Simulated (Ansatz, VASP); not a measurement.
One calculation of Tl2CdSnSb4, two programs

INCAR

```
PREC = Accurate
ENCUT = 520
EDIFF = 1E-6
ISMEAR = -1
SIGMA = 0.0326
LREAL = False
LASPH = True
NELM = 80
ALGO = Normal
ISIF = 2
LWAVE = False
LCHARG = True
GGA = PE
LELF = True
LVHAR = True
NBANDS = 46
```

Contents of KPOINTS:

```
Automatic mesh
0
Gamma
  4 4 4
```

Contents of POSCAR:

```
Tl2CdSnSb4
1.0
   -4.1449870000      4.1449870000      3.5507160000
    4.1449870000     -4.1449870000      3.5507160000
    4.1449870000      4.1449870000     -3.5507160000
Tl Cd Sn Sb
2 1 1 4
Direct
    0.5000000000      0.0000000000      0.5000000000
    0.0000000000      0.5000000000      0.5000000000
    0.5000000000      0.5000000000      0.0000000000
    0.0000000000      0.0000000000      0.0000000000
    0.4216600000      0.4216600000      0.3641800000
    0.5783400000      0.9425200000      0.0000000000
    0.0574800000      0.0574800000      0.6358200000
    0.9425200000      0.5783400000      0.0000000000
```

Input for Ansatz:

```yaml
crystal:
  lattice:
    - [-4.144987, 4.144987, 3.550716]
    - [4.144987, -4.144987, 3.550716]
    - [4.144987, 4.144987, -3.550716]
  atoms:
    - { symbol: Tl, position: [0.5, 0.0, 0.5] }
    - { symbol: Tl, position: [0.0, 0.5, 0.5] }
    - { symbol: Cd, position: [0.5, 0.5, 0.0] }
    - { symbol: Sn, position: [0.0, 0.0, 0.0] }
    - { symbol: Sb, position: [0.42166, 0.42166, 0.36418] }
    - { symbol: Sb, position: [0.57834, 0.94252, 0.0] }
    - { symbol: Sb, position: [0.05748, 0.05748, 0.63582] }
    - { symbol: Sb, position: [0.94252, 0.57834, 0.0] }
  symmetry: { tolerance: 0.0003 }
kpoints:
  mp_grid: { grid: [4, 4, 4], shift: [0, 0, 0] }
magnetization:
  spin_polarized: false
scf:
  occupations: { method: fermi_dirac, width: 0.0326 }
hamiltonian:
  pseudopotentials: { kind: paw }
  xc: pbe
basis:
  ecutwfc: 420
output:
  forces: true
  stress: true
  eigenvalues: true
  write_density: true
  write_potential: true
  elf: true
  volumetric_format: npy
```

Alike in both runs: task single point; functional PBE; k mesh 4 × 4 × 4; occupations fermi-dirac, width 0.0326 eV; no spin polarisation.

|  | VASP | Ansatz |
| --- | --- | --- |
| version | VASP 6.6.1 | Ansatz 0.2.0 |
| potentials or method | VASP PAW PBE potentials, release 64 (Tl_d, Cd, Sn_d, Sb), cutoff 520 eV | PAW plane waves |
| valence electrons in the cell | 72 | 120 |

```csv
,VASP,Ansatz,Ansatz less VASP
gap on the k mesh at the Fermi level (eV),none,none,-
pressure (GPa),2.9,2.9,-0.03
"traceless stress, the component that is largest in VASP (GPa)",2.02,1.98,-0.045
rms of the force components (eV/Å),0.534,0.526,-0.0077
```

Atom by atom the forces differ by 0.008 eV/Å (rms over components). A gap of «none» marks a metal or a gap that the smearing closes. VASP's potentials hold 72 valence electrons a cell and Ansatz's 120, so a difference there can come from the potentials and not from the codes.

Spin-orbit coupling is off throughout.
